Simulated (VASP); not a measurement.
# KBr (Pmma) in VASP: further runs, part 2 of 2

VASP 6.6.1. Earlier steps stand in the parts before.

### 5 Single point, LDA (atoms displaced along a vibrational mode, the cell strained)

INCAR

```
SYSTEM = KBr
  PREC = Accurate
  ENCUT = 520
  EDIFF = 1E-7
  ISMEAR = 0
  SIGMA = 0.05
  LREAL = .FALSE.
  LASPH = .TRUE.
  NELM = 80
  ALGO = Normal
  ISIF = 2
  LWAVE = .FALSE.
  LCHARG = .TRUE.
  GGA = CA
  LELF = .TRUE.
  LVHAR = .TRUE.
  NBANDS = 24
```

KPOINTS

```
regular mesh
0
G
  6 6 4
  0 0 0
```

POSCAR

```
KBr
1.0
    3.7342618780      0.0000000000      0.0000000000
    0.0000000000      3.7342618780      0.0000000000
    0.0000000000      0.0000000000      7.4685237561
K Br
2 2
Direct
    0.0000000000      0.0000000000      0.0000000000
    0.0000000000      0.0000000000      0.5000000000
    0.3836557226      0.5000000000      0.2500000000
    0.6163442774      0.5000000000      0.7500000000
```

Potentials or basis: VASP PAW LDA potentials, release 64 (K_sv, Br).

Command:

```
$ cat potpaw_LDA.64/K_sv/POTCAR potpaw_LDA.64/Br/POTCAR > POTCAR
$ mpirun -np 1 vasp_std > vasp.out
```

OUTCAR:

```text
SYSTEM = KBr
   PREC = Accurate
   ENCUT = 520
   EDIFF = 1E-7
   ISMEAR = 0
   LREAL = .FALSE.
   LASPH = .TRUE.
   NELM = 80
   ISIF = 2
   GGA = CA

 ion  position               nearest neighbor table
   1  0.000  0.000  0.000-   3 3.00   4 3.00   3 3.00   4 3.00   2 3.73   2 3.73
   2  0.000  0.000  0.500-   3 3.00   4 3.00   3 3.00   4 3.00   1 3.73   1 3.73
   3  0.384  0.500  0.250-   1 3.00   2 3.00   1 3.00   2 3.00
   4  0.616  0.500  0.750-   1 3.00   2 3.00   1 3.00   2 3.00

  LATTYP: Found a simple tetragonal cell.
 ALAT       =     3.7342618780
 C/A-ratio  =     2.0000000000

  Lattice vectors:

 A1 = (   3.7342618780,   0.0000000000,   0.0000000000)
 A2 = (   0.0000000000,   3.7342618780,   0.0000000000)
 A3 = (   0.0000000000,   0.0000000000,   7.4685237561)

Analysis of symmetry for initial positions (statically):
=====================================================================
 Subroutine PRICEL returns:
 Original cell was already a primitive cell.

 Routine SETGRP: Setting up the symmetry group for a
 simple tetragonal supercell.

 Subroutine GETGRP returns: Found  8 space group operations
 (whereof  4 operations were pure point group operations)
 out of a pool of 16 trial point group operations.

The static configuration has the point symmetry C_2h.
 The point group associated with its full space group is D_2h.

Analysis of symmetry for dynamics (positions and initial velocities):
=====================================================================
 Subroutine PRICEL returns:
 Original cell was already a primitive cell.

 Routine SETGRP: Setting up the symmetry group for a
 simple tetragonal supercell.

 Subroutine GETGRP returns: Found  8 space group operations
 (whereof  4 operations were pure point group operations)
 out of a pool of 16 trial point group operations.

The dynamic configuration has the point symmetry C_2h.
 The point group associated with its full space group is D_2h.

 Subroutine INISYM returns: Found  8 space group operations
 (whereof  4 operations are pure point group operations),
 and found     1 'primitive' translations

[... 114 lines left out ...]
   EFERMI_NEDOS =   21; number of points for ismear=-14 and -15
   IALGO  =     38    algorithm
   IMIX   =      4    mixing-type and parameters
     AMIX     =   0.40;   BMIX     =  1.00
     AMIX_MAG =   1.60;   BMIX_MAG =  1.00
  volume/ion in A,a.u.               =      26.04       175.70
  Fermi-wavevector in a.u.,A,eV,Ry     =   1.104698  2.087576 16.603960  1.220357
  Thomas-Fermi vector in A             =   2.241174
   LORBIT       =      0    0 simple, 1 ext, 2 COOP (PROOUT), +10 PAW based schemes
   GGA     = CA    functional components
   LHFCALC =     F    Hartree Fock is set to
   AEXX    =    0.0000 exact exchange contribution
   IVDW    =     0    specifies the selected vdW correction
   LEPSILON=     F    determine dielectric tensor
   LRPA    =     F    only Hartree local field effects (RPA)
 non-spin polarized calculation
 Gauss-broadening in eV      SIGMA  =   0.05
  energy-cutoff  :      520.00
  volume of cell :      104.15
 maximum number of plane-waves:      2840
   NGX = 13   NGY = 13   NGZ = 27

 number of electron      31.9999995 magnetization

 Free energy of the ion-electron system (eV)
  ---------------------------------------------------
  ext. energy  EPLUGINS =         0.00000000
  ---------------------------------------------------
  free energy    TOTEN  =       -13.18909867 eV

  energy without entropy =      -13.18909867  energy(sigma->0) =      -13.18909867

 E-fermi :   0.7153     XC(G=0):  -9.3124

 val. band max:        0.4508901204   @ k =   0.0000   0.5000   0.2500
 cond. band min:       4.7723725816   @ k =   0.0000   0.0000   0.0000
 fundamental gap:      4.3214824612
 Fermi energy:         0.7153221382

 k-point     1 :       0.0000    0.0000    0.0000
  band No.  band energies     occupation
      1     -27.5217      2.00000
      2     -27.4867      2.00000
      3     -13.3096      2.00000
      4     -12.9380      2.00000
      5     -11.1965      2.00000
      6     -11.1864      2.00000
[... 637 lines left out ...]
     23       9.2743      0.00000
     24       9.4926      0.00000

 [... further k-points ...]
[... 5 lines left out ...]
  --------------------------------------------------------------------------------------
  -------------------------------------------------------------------------------------
  Total        2.2178410      3.4189534      2.9895742      0.0000000      0.0000000     -0.0000000
  in kB       34.1190304     52.5968164     45.9912919      0.0000000      0.0000000     -0.0000000
  external PRESSURE =      44.2357129 kB  Pullay stress =       0.0000000 kB

 VOLUME and BASIS-vectors are now :
 -----------------------------------------------------------------------------
  energy-cutoff  :      520.00
  volume of cell :      104.15
      direct lattice vectors                 reciprocal lattice vectors
     3.734261878  0.000000000  0.000000000     0.267790539  0.000000000  0.000000000
     0.000000000  3.734261878  0.000000000     0.000000000  0.267790539  0.000000000
     0.000000000  0.000000000  7.468523756     0.000000000  0.000000000  0.133895269

 POSITION                                       TOTAL-FORCE (eV/Angst)
 -----------------------------------------------------------------------------------
      0.00000      0.00000      0.00000         0.000000     -0.000000      0.000000
      0.00000      0.00000      3.73426         0.000000     -0.000000      0.000000
      1.43267      1.86713      1.86713         0.718376     -0.000000     -0.000000
      2.30159      1.86713      5.60139        -0.718376      0.000000      0.000000
 -----------------------------------------------------------------------------------
    total drift:                                0.000000      0.000000      0.000000

  FREE ENERGIE OF THE ION-ELECTRON SYSTEM (eV)
  ---------------------------------------------------
  free  energy   TOTEN  =       -13.1890986690 eV

  energy  without entropy=      -13.1890986690  energy(sigma->0) =      -13.18909867
```

OSZICAR:

```text
N       E                     dE             d eps       ncg     rms          rms(c)
DAV:   1     0.243686094829E+03    0.24369E+03   -0.14440E+04  2304   0.122E+03
DAV:   2     0.538259944780E+01   -0.23830E+03   -0.22263E+03  2768   0.336E+02
DAV:   3    -0.130659611839E+02   -0.18449E+02   -0.18335E+02  3824   0.776E+01
DAV:   4    -0.135536717922E+02   -0.48771E+00   -0.48624E+00  3384   0.121E+01
DAV:   5    -0.135626363505E+02   -0.89646E-02   -0.89640E-02  3400   0.147E+00    0.745E+00
DAV:   6    -0.132484593921E+02    0.31418E+00   -0.42154E-01  2864   0.320E+00    0.531E+00
DAV:   7    -0.131949734085E+02    0.53486E-01   -0.39271E-01  2904   0.317E+00    0.141E+00
DAV:   8    -0.131889591424E+02    0.60143E-02   -0.10191E-01  3088   0.196E+00    0.321E-01
DAV:   9    -0.131891312824E+02   -0.17214E-03   -0.30355E-03  3120   0.301E-01    0.190E-01
DAV:  10    -0.131891150274E+02    0.16255E-04   -0.36745E-04  3136   0.955E-02    0.295E-02
DAV:  11    -0.131890980182E+02    0.17009E-04   -0.77807E-05  3120   0.519E-02    0.917E-03
DAV:  12    -0.131890984751E+02   -0.45683E-06   -0.40860E-06  2984   0.121E-02    0.532E-03
DAV:  13    -0.131890987040E+02   -0.22888E-06   -0.53014E-07  3136   0.586E-03    0.310E-03
DAV:  14    -0.131890986690E+02    0.34971E-07   -0.21006E-07  2456   0.303E-03
   1 F= -.13189099E+02 E0= -.13189099E+02  d E =-.282839E-15
```

stdout:

```text
POSCAR found type information on POSCAR K Br
 POSCAR found :  2 types and       4 ions
 scaLAPACK will be used
 LDA part: xc-table for (Slater(with rela. corr.)+CA(PZ))
 , standard interpolation
 POSCAR, INCAR and KPOINTS ok, starting setup
 FFT: planning ... GRIDC
 FFT: planning ... GRID_SOFT
 FFT: planning ... GRID
 WAVECAR not read
 entering main loop
```

Wall time 2.2 min (1 thread of Intel Xeon Platinum 8259CL at 2.50GHz (Skylake/Cascade Lake), shared host); peak memory 0.23 GiB.

Results:

```
Free energy            : -13.1891 eV
Pressure               : 4.4 GPa
Largest force          : 0.718 eV/Å
Band gap on the k mesh : 4.32 eV (least direct gap 4.54 eV)
```

Forces on the atoms (eV/Å):
```
K    0.000  0.000  0.000
K    0.000  0.000  0.000
Br   0.718  0.000  0.000
Br  -0.718  0.000  0.000
```

Stress tensor (GPa, compression positive):
```
3.41 0.00 0.00
0.00 5.26 0.00
0.00 0.00 4.60
```

Levels at points of the mesh, in eV from the valence-band top:
```csv
k point,band 14,band 15,band 16,band 17,band 18,band 19
"(0.00, 0.00, 0.00)",-0.43,-0.32,-0.22,4.32,5.07,5.67
"(0.50, 0.00, 0.00)",-0.78,-0.49,-0.02,5.34,6.18,6.88
"(0.00, 0.50, 0.00)",-0.69,-0.25,-0.04,5.01,6.25,6.45
"(0.50, 0.50, 0.00)",-1.82,-1.77,-0.19,4.87,6.48,7.27
"(0.00, 0.00, 0.50)",-0.43,-0.36,-0.36,5.60,5.60,5.94
"(0.50, 0.00, 0.50)",-1.14,-0.26,-0.26,5.83,5.83,6.94
"(0.00, 0.50, 0.50)",-1.34,-0.06,-0.06,5.97,5.97,6.78
"(0.50, 0.50, 0.50)",-2.01,-1.22,-1.22,5.87,5.87,7.02
```

Caveat: the cell differs from its parent crystal (atoms displaced along a vibrational mode, the cell strained); the cell stands under pressure. A k mesh can miss the band edges.

### 6 Summary

```csv
cell,gap on the mesh (eV),pressure (GPa),largest force (eV/Å)
"as given, atomic positions A",4.28,5.6,0.90
"as given, atomic positions B",4.35,3.5,0.53
"as given, atomic positions C",4.36,2.9,0.35
"as given, atomic positions D",4.32,4.4,0.72
```

Alike in all rows: task single point; level LDA; potentials or basis VASP PAW LDA potentials, release 64 (K_sv, Br); no spin polarisation; k mesh 6 × 6 × 4; cutoff (eV) 520; smearing gaussian 0.05 eV.

Caveats: the cell stands under pressure (at least some runs).

Absolute energies hang on the potentials; compare differences alone.
